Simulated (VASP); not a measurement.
Input of a VASP 6.6.1 run:

INCAR

```
PREC     = Accurate       # precision mode
ENCUT    = 520            # plane-wave cutoff, eV
EDIFF    = 1E-6           # SCF threshold, eV
ISMEAR   = 0              # smearing method
SIGMA    = 0.05           # smearing width, eV
LREAL    = False          # projectors in reciprocal space
LASPH    = True           # aspherical terms in the spheres
NELM     = 100            # most SCF steps
ALGO     = Normal         # electronic algorithm
ISIF     = 2              # what is computed and relaxed
LWAVE    = False          # write WAVECAR
LCHARG   = False          # write CHGCAR
GGA      = PE             # functional
NBANDS   = 16             # bands
```

The input KPOINTS:

```
Automatic mesh
0
Gamma
  9 9 6
```

File POSCAR:

```
AlN
1.0
    3.1110021516      0.0000000000      0.0000000000
   -1.5555010758      2.6942068945      0.0000000000
    0.0000000000      0.0000000000      4.9780000000
Al N
2 2
Direct
    0.3333333333      0.6666666667      0.0000000000
    0.6666666667      0.3333333333      0.5000000000
    0.3863791903      0.6931895951      0.3758495897
    0.7197125236      0.3598562618      0.8758495897
```

Potentials or basis: VASP PAW PBE potentials, release 64 (Al, N).

Run with:

```sh
$ cat potpaw_PBE.64/Al/POTCAR potpaw_PBE.64/N/POTCAR > POTCAR
$ mpirun -np 1 vasp_std > vasp.out
```

Q: Predict the band gap on the k mesh.

A: 4.04 eV.

Q: Estimate the largest force.

A: 2.596 eV/Å.

Q: What does it give for the pressure?

A: 6.5 GPa.

Stress tensor (GPa, compression positive):
```
6.70 1.25 5.57
1.25 5.26 3.22
5.57 3.22 7.57
```

Caveat: the cell differs from its parent crystal (all N atoms moved -0.150 Å, as atom 3 towards its neighbour atom 2 (Al) at 1.885 Å); the cell stands under pressure; an odd mesh through Γ misses points on the zone boundary, where band edges can lie; forces of over 1 eV/Å act on the atoms, so gaps and moduli don't describe the material at rest.
